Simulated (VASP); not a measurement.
Runs of VASP 6.6.1 on Si2Ni. The structure is that of space group Fm-3m (No. 225), or close to it. The cells are those of the table. 

```csv
task,level,potentials or basis,U,cell,k mesh,cutoff (eV),ions in elastic constants,gap on the mesh (eV),pressure (GPa),moment (μB)
relaxation of cell and atoms,PBE+U,"VASP PAW PBE potentials, release 64 (Ni_sv_GW, Si)",Ni d U = 3.0 eV,"relaxed from a = 3.823 Å, angles 60.0°, 3 atoms",9 × 9 × 9,690,-,none,0.0,0.00
single point,LDA,"VASP PAW LDA potentials, release 64 (Ni, Si)",-,"a = 3.771 Å, angles 60.0°, 3 atoms",9 × 9 × 9,520,-,none,(a),0.00
elastic constants,PBEsol,"VASP PAW PBE potentials, release 64 (Ni, Si)",-,"a = 3.823 Å, angles 60.0°, 3 atoms",7 × 7 × 7,600,relaxed,-,-,0.00
single point,PBE+U,"VASP PAW PBE potentials, release 64 (Ni_sv_GW, Si)",Ni d U = 5.0 eV,"a = 3.852 Å, angles 60.0°, 3 atoms",9 × 9 × 9,690,-,none,-0.5,0.00
single point,LDA,"VASP PAW LDA potentials, release 64 (Ni, Si)",-,"a = 3.898 Å, angles 60.0°, 3 atoms",9 × 9 × 9,520,-,none,-11.7,0.00
single point,LDA,"VASP PAW LDA potentials, release 64 (Ni, Si)",-,"a = 3.873 Å, angles 60.0°, 3 atoms",9 × 9 × 9,520,-,none,-9.4,0.00
```

Alike in all rows: spin collinear, ferromagnetic start; smearing fermi-dirac 0.05 eV.

**Question.** Estimate the missing entries.

**Answer.** (a) 2.3.

Caveats: the moments typed at the start vanished in this run; the U is typed as a test and isn't derived for this compound (at least some runs); the cell stands under tension (at least some runs); the cell is under stress, which shifts elastic constants (at least some runs); the PAW data sets were made with another functional, which shifts forces and pressure a little (at least some runs).

A gap of «none» marks levels without a gap at the run's occupations.

The runs don't all hold the same shells in valence.
